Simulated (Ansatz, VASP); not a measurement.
**Two plane-wave programs on As3Ru**

File INCAR:

```
SYSTEM = As3Ru
ALGO = Normal
EDIFF = 1E-6
ENCUT = 520
GGA = PE
ISIF = 2
ISMEAR = 0
LASPH = .True.
LCHARG = .True.
LELF = .True.
LREAL = .False.
LVHAR = .True.
LWAVE = .False.
NBANDS = 39
NELM = 100
PREC = Accurate
SIGMA = 0.1
```

Contents of KPOINTS:

```
k-points
0
Gamma
  4 4 4
  0 0 0
```

The input POSCAR:

```
As3Ru
1.0
    3.2760520167     -4.8967822414      0.0000000000
    3.2760520167      4.8967822414      0.0000000000
    0.0000000000      0.0000000000      4.4231083823
As Ru
6 2
Direct
    0.1751000000      0.8249000000      0.2500000000
    0.8249000000      0.1751000000      0.7500000000
    0.1179000000      0.3079000000      0.2500000000
    0.8821000000      0.6921000000      0.7500000000
    0.3079000000      0.1179000000      0.7500000000
    0.6921000000      0.8821000000      0.2500000000
    0.6321000000      0.3679000000      0.2500000000
    0.3679000000      0.6321000000      0.7500000000
```

Input for Ansatz:

```yaml
crystal:
  lattice:
    - [3.2760520167, -4.8967822414, 0.0]
    - [3.2760520167, 4.8967822414, 0.0]
    - [0.0, 0.0, 4.4231083823]
  atoms:
    - { symbol: As, position: [0.1751, 0.8249, 0.25] }
    - { symbol: As, position: [0.8249, 0.1751, 0.75] }
    - { symbol: As, position: [0.1179, 0.3079, 0.25] }
    - { symbol: As, position: [0.8821, 0.6921, 0.75] }
    - { symbol: As, position: [0.3079, 0.1179, 0.75] }
    - { symbol: As, position: [0.6921, 0.8821, 0.25] }
    - { symbol: Ru, position: [0.6321, 0.3679, 0.25] }
    - { symbol: Ru, position: [0.3679, 0.6321, 0.75] }
basis:
  ecutwfc: 420
kpoints:
  mp_grid: { grid: [4, 4, 4] }
hamiltonian:
  xc: pbe
scf:
  occupations: { method: gaussian, width: 0.1 }
  lower_state_search: "off"
output:
  forces: true
  stress: true
  eigenvalues: true
```

Alike in both runs: task single point; functional PBE; k mesh 4 × 4 × 4; occupations gaussian, width 0.1 eV; no spin polarisation.

```csv
,VASP,Ansatz
version,VASP 6.6.1,Ansatz 0.2.0
potentials or method,"VASP PAW PBE potentials, release 64 (As, Ru_pv), cutoff 520 eV","scalar-relativistic, plane waves, PAW"
valence electrons in the cell,58,122
```

VASP gave:

```
gap on the k mesh at the Fermi level (eV)                     : none
pressure (GPa)                                                : -4.4
traceless stress, the component that is largest in VASP (GPa) : -1.96
rms of the force components (eV/Å)                            : 1.062
```

Problem. Estimate Ansatz's values.

Solution. gap on the k mesh at the Fermi level (eV): none; pressure (GPa): -4.5; traceless stress, the component that is largest in VASP (GPa): -1.94; rms of the force components (eV/Å): 1.059.

Atom by atom the forces differ by 0.003 eV/Å (rms over components). A gap of «none» marks a metal or a gap that the smearing closes. VASP's potentials hold 58 valence electrons a cell and Ansatz's 122, so a difference there can come from the potentials and not from the codes.
